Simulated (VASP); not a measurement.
**SnSe2: single point with PBE+D3(BJ)**

The system is SnSe2.

```xyz
3
Lattice="3.7382 0.0000 0.0000 -1.8691 3.2374 0.0000 0.0000 0.0000 7.0182" Properties=species:S:1:pos:R:3 pbc="T T T"
Sn    0.0000    0.0000    0.0000
Se    0.0000    2.1583    1.8608
Se    1.8691    1.0791    5.1574
```

```yaml
Program: VASP 6.6.1
Task: single point
Functional: PBE
Dispersion: D3(BJ)
Potentials_or_basis: VASP PAW PBE potentials, release 64 (Sn_d, Se)
Cutoff: 500 eV
k_mesh: 12 × 12 × 6
Occupations: gaussian, width 0.03 eV
Spin: no spin polarisation
Dipole_correction: no
Further_INCAR_settings: ALGO = Normal; EDIFF = 1e-06; NBANDS = 20
```

The pressure is -4.9 GPa, the largest force is 1.579 eV/Å and the band gap on the k mesh is zero (bands 13 and 14 overlap by 0.51 eV). The dispersion energy per atom is -0.327 eV.

Forces in eV/Å, atoms in the order of the input:
```
Sn   0.000  0.000  0.000
Se   0.000  0.000 -1.579
Se   0.000  0.000  1.579
```

Stress tensor (GPa, compression positive):
```
 -0.87   0.00   0.00
  0.00  -0.87   0.00
  0.00   0.00 -13.08
```

Levels at points of the mesh, in eV from the Fermi level:
```csv
k point,band 9,band 10,band 11,band 12,band 13,band 14,band 15,band 16,band 17,band 18
"(0.00, 0.00, 0.00)",-1.60,-0.18,-0.18,-0.03,-0.03,0.29,3.61,4.65,4.65,6.83
"(0.50, 0.00, 0.00)",-4.43,-3.37,-2.03,-1.84,-0.46,0.42,3.03,4.38,4.40,4.82
"(0.00, 0.00, 0.50)",-3.05,-0.27,-0.27,0.08,0.08,1.99,3.24,4.53,4.53,6.66
"(0.50, 0.00, 0.50)",-4.72,-2.74,-1.69,-1.45,-0.72,-0.43,2.59,4.15,4.79,5.11
```

Wall time 2.1 min on 1 thread of Intel Xeon 8259CL (shared host), peak memory 0.31 GiB.

Caveat: the cell stands under tension; semilocal functionals underestimate gaps, so a narrow gap can read as zero; spin-orbit coupling is left out, which moves the levels of the heavy elements; forces of over 1 eV/Å act on the atoms, so gaps and moduli don't describe the material at rest.
